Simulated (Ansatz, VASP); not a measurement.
# K in VASP and in Ansatz

File INCAR:

```
PREC = Accurate
ENCUT = 520
EDIFF = 1E-6
ISMEAR = 0
SIGMA = 0.15
LREAL = F
LASPH = T
NELM = 80
ALGO = Fast
ISIF = 2
LWAVE = F
LCHARG = T
GGA = PE
LELF = T
LVHAR = T
NBANDS = 10
```

Contents of KPOINTS:

```
regular mesh
0
Gamma
  14 14 14
```

Contents of POSCAR:

```
K
1.0
   -2.6703600000      2.6703600000      2.6180000000
    2.6703600000     -2.6703600000      2.6180000000
    2.5656400000      2.5656400000     -2.6180000000
K
1
Direct
    0.0000000000      0.0000000000      0.0000000000
```

Input for Ansatz:

```yaml
crystal:
  lattice:
    - [-2.67036, 2.67036, 2.618]
    - [2.67036, -2.67036, 2.618]
    - [2.56564, 2.56564, -2.618]
  atoms:
    - { symbol: K, position: [0.0, 0.0, 0.0] }
basis:
  ecutwfc: 420
kpoints:
  mp_grid: { grid: [14, 14, 14] }
hamiltonian:
  xc: pbe
scf:
  occupations: { method: gaussian, width: 0.15 }
output:
  forces: true
  stress: true
  eigenvalues: true
```

Change from the starting cell: strain -0.0400 x Voigt [0, 0, 0, 0, 0, 1], atoms carried along.

Alike in both runs: task single point; functional PBE; k mesh 14 × 14 × 14; occupations gaussian, width 0.15 eV; no spin polarisation.

|  | VASP | Ansatz |
| --- | --- | --- |
| version | VASP 6.6.1 | Ansatz 0.2.0 |
| potentials or method | VASP PAW PBE potentials, release 64 (K_sv), cutoff 520 eV | scalar-relativistic, plane waves, PAW |
| valence electrons in the cell | 9 | 9 |

|  | VASP | Ansatz | Ansatz less VASP |
| --- | --- | --- | --- |
| gap on the k mesh at the Fermi level (eV) | none | none | - |
| pressure (GPa) | 0.1 | 0.1 | 0.00 |
| traceless stress, the component that is largest in VASP (GPa) | 0.11 | 0.11 | 0.000 |

A gap of «none» marks a metal or a gap that the smearing closes.
